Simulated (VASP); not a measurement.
# Be (P6/mmm) in VASP: relaxation of cell and atoms with PBEsol

Aim: the relaxation of cell and atoms of Be with PBEsol.

Program: VASP 6.6.1. These are calculated values, not measurements. Logs are shortened: lines on timing, memory, paths and dates and some standing lists are left out, and cuts for length are marked.

## Step 1: The cell of the first run

Symmetry: P6/mmm, No. 191, hexagonal system. The conventional cell has a = 1.897 Å, b = 1.897 Å, c = 1.783 Å, α = 90.00°, β = 90.00°, γ = 120.00°. Be (site symmetry 6/mmm) has 8 Be at 1.78 to 1.90 Å within 2.4 Å.

This isn't the form of Be at room conditions, which is hcp.

## Step 2: Relaxation of cell and atoms, PBEsol, target pressure 80 GPa, at which the enthalpy is minimised

File INCAR:

```
  PREC = Accurate
  ENCUT = 600
  EDIFF = 1E-6
  ISMEAR = -1
  SIGMA = 0.1
  LREAL = F
  LASPH = T
  NELM = 80
  ALGO = Normal
  ISIF = 3
  LWAVE = F
  LCHARG = F
  GGA = PS
  IBRION = 2
  NSW = 60
  EDIFFG = -0.005
  PSTRESS = 800.0
```

File KPOINTS:

```
regular mesh
0
Gamma
  23 23 21
```

File POSCAR:

```
Be
1.0
    1.8973245963      0.0000000000      0.0000000000
   -0.9486622981      1.6431312996      0.0000000000
    0.0000000000      0.0000000000      1.7834851205
Be
1
Direct
    0.0000000000      0.0000000000      0.0000000000
```

Potentials or basis: VASP PAW PBE potentials, release 64 (Be).

Command:

```bash
$ cat potpaw_PBE.64/Be/POTCAR > POTCAR
$ mpirun -np 1 vasp_std > vasp.out
```

OUTCAR:

```text
PREC = Accurate
   ENCUT = 600
   EDIFF = 1E-6
   ISMEAR = -1
   LREAL = F
   LASPH = T
   NELM = 80
   ISIF = 3
   GGA = PS
   IBRION = 2
   NSW = 60
   EDIFFG = -0.005
   PSTRESS = 800.0

 ion  position               nearest neighbor table
   1  0.000  0.000  0.000-

  LATTYP: Found a hexagonal cell.
 ALAT       =     1.8973245963
 C/A-ratio  =     0.9400000000

  Lattice vectors:

 A1 = (   1.8973245963,   0.0000000000,   0.0000000000)
 A2 = (  -0.9486622981,   1.6431312996,   0.0000000000)
 A3 = (   0.0000000000,   0.0000000000,   1.7834851205)

Analysis of symmetry for initial positions (statically):
=====================================================================
 Subroutine PRICEL returns:
 Original cell was already a primitive cell.

 Routine SETGRP: Setting up the symmetry group for a
 hexagonal supercell.

 Subroutine GETGRP returns: Found 24 space group operations
 (whereof 24 operations were pure point group operations)
 out of a pool of 24 trial point group operations.

The static configuration has the point symmetry D_6h.

Analysis of symmetry for dynamics (positions and initial velocities):
=====================================================================
 Subroutine PRICEL returns:
 Original cell was already a primitive cell.

 Routine SETGRP: Setting up the symmetry group for a
 hexagonal supercell.

 Subroutine GETGRP returns: Found 24 space group operations
 (whereof 24 operations were pure point group operations)
 out of a pool of 24 trial point group operations.

The dynamic configuration has the point symmetry D_6h.

 Subroutine INISYM returns: Found 24 space group operations
 (whereof 24 operations are pure point group operations),
 and found     1 'primitive' translations

----------------------------------------------------------------------------------------

                                     Primitive cell

  volume of cell :       5.5601

  direct lattice vectors                    reciprocal lattice vectors
     1.897324596  0.000000000  0.000000000     0.527057944  0.304297046  0.000000000
    -0.948662298  1.643131300  0.000000000     0.000000000  0.608594091  0.000000000
     0.000000000  0.000000000  1.783485120     0.000000000  0.000000000  0.560699940

  length of vectors
     1.897324596  1.897324596  1.783485120     0.608594091  0.608594091  0.560699940

  position of ions in fractional coordinates (direct lattice)
     0.000000000  0.000000000  0.000000000

  ion indices of the primitive-cell ions
   primitive index   ion index
                 1           1

----------------------------------------------------------------------------------------

 KPOINTS: regular mesh

Automatic generation of k-mesh.
 Grid dimensions read from file:
 generate k-points for:   23   23   21

 Generating k-lattice:

  Cartesian coordinates                     Fractional coordinates (reciprocal lattice)
     0.022915563  0.013230306  0.000000000     0.043478261  0.000000000  0.000000000
     0.000000000  0.026460613  0.000000000     0.000000000  0.043478261  0.000000000
     0.000000000  0.000000000  0.026699997     0.000000000  0.000000000  0.047619048

  Length of vectors
     0.026460613  0.026460613  0.026699997

  Shift w.r.t. Gamma in fractional coordinates (k-lattice)
     0.000000000  0.000000000  0.000000000

 Subroutine IBZKPT returns following result:
 ===========================================

 Found    616 irreducible k-points:

 Following reciprocal coordinates:
            Coordinates               Weight
  0.000000  0.000000  0.000000      1.000000
  0.043478  0.000000  0.000000      6.000000
  0.086957 -0.000000  0.000000      6.000000
  0.130435  0.000000  0.000000      6.000000
  0.173913  0.000000  0.000000      6.000000
  0.217391 -0.000000  0.000000      6.000000
[... 16 lines left out ...]
  0.478261  0.043478  0.000000      6.000000
  0.086957  0.086957  0.000000      6.000000
 [... further k-points ...]
   k-points           NKPTS =    616   k-points in BZ     NKDIM =    616   number of bands    NBANDS=      5
   number of dos      NEDOS =    301   number of ions     NIONS =      1
   total plane-waves  NPLWV =   3584
   dimension x,y,z NGX =    16 NGY =   16 NGZ =   14
   dimension x,y,z NGXF=    32 NGYF=   32 NGZF=   28
   ions per type =               1
   NGX,Y,Z   is equivalent  to a cutoff of  14.02, 14.02, 13.05 a.u.
   NGXF,Y,Z  is equivalent  to a cutoff of  28.04, 28.04, 26.10 a.u.
 SYSTEM =  unknown system
   PREC   = accura    normal or accurate (medium, high low for compatibility)
   ISTART =      0    job   : 0-new  1-cont  2-samecut
   ICHARG =      2    charge: 1-file 2-atom 10-const
   ISPIN  =      1    spin polarized calculation?
   LNONCOLLINEAR =      F non collinear calculations
   LSORBIT =      F    spin-orbit coupling
   LASPH  =      T    aspherical Exc in radial PAW
   ENCUT  =  600.0 eV  44.10 Ry    6.64 a.u.   3.79  3.79  3.56*2*pi/ulx,y,z
   NELM   =     80;   NELMIN=  2; NELMDL= -5     # of ELM steps
   EDIFF  = 0.1E-05   stopping-criterion for ELM
   LREAL  =      F    real-space projection
   EDIFFG = -.5E-02   stopping-criterion for IOM
   NSW    =     60    number of steps for IOM
   IBRION =      2    ionic relax: 0-MD 1-quasi-New 2-CG
   NFREE  =      1    steps in history (QN), initial steepest desc. (CG)
   ISIF   =      3    stress and relaxation
   ISYM   =      2    0-nonsym 1-usesym 2-fastsym
   POTIM  = 0.5000    time-step for ionic-motion
   TEBEG  =    0.0;   TEEND  =   0.0 temperature during run
   PSTRESS=  800.0 pullay stress
   NELECT =       2.0000    total number of electrons
   NUPDOWN=      -1.0000    fix difference up-down
   EMIN   =  10.00;   EMAX   =-10.00  energy-range for DOS
   EFERMI =   0.00;   METHOD = LEGACY
   ISMEAR =    -1;   SIGMA  =   0.10  broadening in eV -4-tet -1-fermi 0-gaus
   EFERMI_NEDOS =   21; number of points for ismear=-14 and -15
   IALGO  =     38    algorithm
   IMIX   =      4    mixing-type and parameters
     AMIX     =   0.40;   BMIX     =  1.00
     AMIX_MAG =   1.60;   BMIX_MAG =  1.00
  volume/ion in A,a.u.               =       5.56        37.52
  Fermi-wavevector in a.u.,A,eV,Ry     =   1.164279  2.200168 18.443315  1.355545
  Thomas-Fermi vector in A             =   2.300819
   LORBIT       =      0    0 simple, 1 ext, 2 COOP (PROOUT), +10 PAW based schemes
   GGA     = PS    functional components
   LHFCALC =     F    Hartree Fock is set to
   AEXX    =    0.0000 exact exchange contribution
   IVDW    =     0    specifies the selected vdW correction
   LEPSILON=     F    determine dielectric tensor
   LRPA    =     F    only Hartree local field effects (RPA)
 conjugate gradient relaxation of ions
 non-spin polarized calculation
  energy-cutoff  :      600.00
  volume of cell :        5.56
 maximum number of plane-waves:       199
 NGX is ok and might be reduce to    16
   NGX =  7   NGY =  7   NGZ =  7

--------------------------------------- Ionic step        1  -------------------------------------------

 number of electron       2.0000000 magnetization

 Free energy of the ion-electron system (eV)
  ---------------------------------------------------
  ext. energy  EPLUGINS =         0.00000000
  ---------------------------------------------------
  free energy    TOTEN  =        -2.54190019 eV

  energy without entropy =       -2.53494482  energy(sigma->0) =       -2.53842251

 E-fermi :  11.1164     XC(G=0): -11.8245

 val. band max:       11.1139181073   @ k =   0.4348   0.0870   0.4286
 cond. band min:      11.1269023924   @ k =   0.3043   0.3043   0.3333
 fundamental gap:      0.0129842851
 Fermi energy:        11.1163908112

 k-point     1 :       0.0000    0.0000    0.0000
  band No.  band energies     occupation
      1      -2.9580      2.00000
      2      31.0395      0.00000
      3      35.0185      0.00000
      4      35.0185      0.00000
      5      38.7121      0.00000

 k-point     2 :       0.0435    0.0000    0.0000
  band No.  band energies     occupation
      1      -2.8919      2.00000
      2      31.1303      0.00000
      3      34.0594      0.00000
      4      34.6485      0.00000
      5      39.3425      0.00000
[... 169 lines left out ...]
 k-point    24 :       0.0870    0.0870    0.0000
  band No.  band energies     occupation
      1      -2.1643      2.00000
      2      29.3925      0.00000
      3      30.0525      0.00000
      4      32.1165      0.00000
      5      41.8360      0.00000

 [... further k-points ...]

------------------------ aborting loop because EDIFF is reached ----------------------------------------

  FORCE on cell =-STRESS in cart. coord.  units (eV):
  Direction    XX          YY          ZZ          XY          YZ          ZX
  --------------------------------------------------------------------------------------
  -------------------------------------------------------------------------------------
  Total        2.8994565      2.8994565      4.6518580      0.0000000     -0.0000000      0.0000000
  in kB      835.4948622    835.4948622   1340.4593126      0.0000000     -0.0000000      0.0000000
  external PRESSURE =     203.8163457 kB  Pullay stress =     800.0000000 kB
[... 244 lines left out ...]
  enthalpy is  TOTEN    =         0.1592092104 eV   P V=        3.0012606552

--------------------------------------- Ionic step        8  -------------------------------------------

 number of electron       2.0000000 magnetization

 Free energy of the ion-electron system (eV)
  ---------------------------------------------------
  ext. energy  EPLUGINS =         0.00000000
  ---------------------------------------------------
  free energy    TOTEN  =        -2.84291370 eV

  energy without entropy =       -2.83669883  energy(sigma->0) =       -2.83980626

 E-fermi :   9.6612     XC(G=0): -11.5271

 val. band max:        9.6517280936   @ k =   0.0000   0.0000   0.3810
 cond. band min:       9.6620327043   @ k =   0.2609   0.1304   0.4762
 fundamental gap:      0.0103046106
 Fermi energy:         9.6612296388

 k-point     1 :       0.0000    0.0000    0.0000
  band No.  band energies     occupation
      1      -3.3153      2.00000
      2      25.3685      0.00000
      3      33.6701      0.00000
      4      35.0628      0.00000
      5      35.0628      0.00000

 k-point     2 :       0.0435    0.0000    0.0000
  band No.  band energies     occupation
      1      -3.2464      2.00000
      2      25.4622      0.00000
      3      32.6731      0.00000
      4      34.6906      0.00000
      5      35.7113      0.00000
[... 169 lines left out ...]
 k-point    24 :       0.0870    0.0870    0.0000
  band No.  band energies     occupation
      1      -2.4892      2.00000
      2      26.4834      0.00000
      3      28.4052      0.00000
      4      30.0516      0.00000
      5      37.7797      0.00000

 [... further k-points ...]

------------------------ aborting loop because EDIFF is reached ----------------------------------------

  FORCE on cell =-STRESS in cart. coord.  units (eV):
  Direction    XX          YY          ZZ          XY          YZ          ZX
  --------------------------------------------------------------------------------------
  -------------------------------------------------------------------------------------
  Total        3.0018730      3.0018730      3.0026698      0.0000000     -0.0000000      0.0000000
  in kB      799.9336156    799.9336156    800.1459311      0.0000000     -0.0000000      0.0000000
  external PRESSURE =       0.0043874 kB  Pullay stress =     800.0000000 kB
[... 16 lines left out ...]
  FREE ENERGIE OF THE ION-ELECTRON SYSTEM (eV)
  ---------------------------------------------------
  free  energy   TOTEN  =        -2.8429136973 eV

  energy  without entropy=       -2.8366988273  energy(sigma->0) =       -2.83980626

  enthalpy is  TOTEN    =         0.1592084391 eV   P V=        3.0021221363

 reached required accuracy - stopping structural energy minimisation
```

It took 72 s on 1 thread of AMD EPYC 7R13, shared host; peak memory 0.1 GiB.

What came out:

| Property | Result |
| --- | --- |
| Free energy | -2.8429 eV |
| Relaxed volume | 6.01 Å³/atom |
| Relaxed cell | a = 1.897 Å, b = 1.897 Å, c = 1.929 Å, α = 90.00°, β = 90.00°, γ = 120.00° |
| Space group after relaxing (to 0.1 Å) | P6/mmm (No. 191) |
| Energy change on relaxing (the run minimises the enthalpy) | -301.0 meV/atom |
| Ionic steps | 8 |
| Pressure after relaxing | 80.0 GPa |
| Band gap on the k mesh | zero (bands 1 and 2 overlap by 6.12 eV) |

The path:
```csv
step,energy change (eV),largest force (eV/Å),pressure (GPa),volume (Å³)
1,0.0000,0.0000,100.38,5.56
2,-0.3601,0.0000,73.87,6.14
3,-0.3266,0.0000,76.57,6.07
4,-0.3317,0.0000,76.16,6.08
5,-0.2810,0.0000,82.81,5.97
6,-0.3070,0.0000,79.49,6.02
7,-0.3002,0.0000,80.07,6.01
8,-0.3010,0.0000,80.00,6.01
```

Final structure:
```cif
data_structure
_symmetry_space_group_name_H-M 'P 1'
_symmetry_Int_Tables_number 1
_cell_length_a 1.8970
_cell_length_b 1.8970
_cell_length_c 1.9291
_cell_angle_alpha 90.000
_cell_angle_beta 90.000
_cell_angle_gamma 120.000
_cell_volume 6.01
loop_
_atom_site_label
_atom_site_type_symbol
_atom_site_fract_x
_atom_site_fract_y
_atom_site_fract_z
_atom_site_occupancy
Be1 Be 0.00000 0.00000 0.00000 1
```

Levels at points of the mesh, in eV from the Fermi level:
```
           k point  band 1  band 2  band 3  band 4
(0.00, 0.00, 0.00)  -12.98   15.71   24.01   25.40
```

Caveat: the cell is relaxed towards a set pressure, so the run minimises the enthalpy, not the energy; the PAW data sets were made with another functional, which shifts forces and pressure a little.
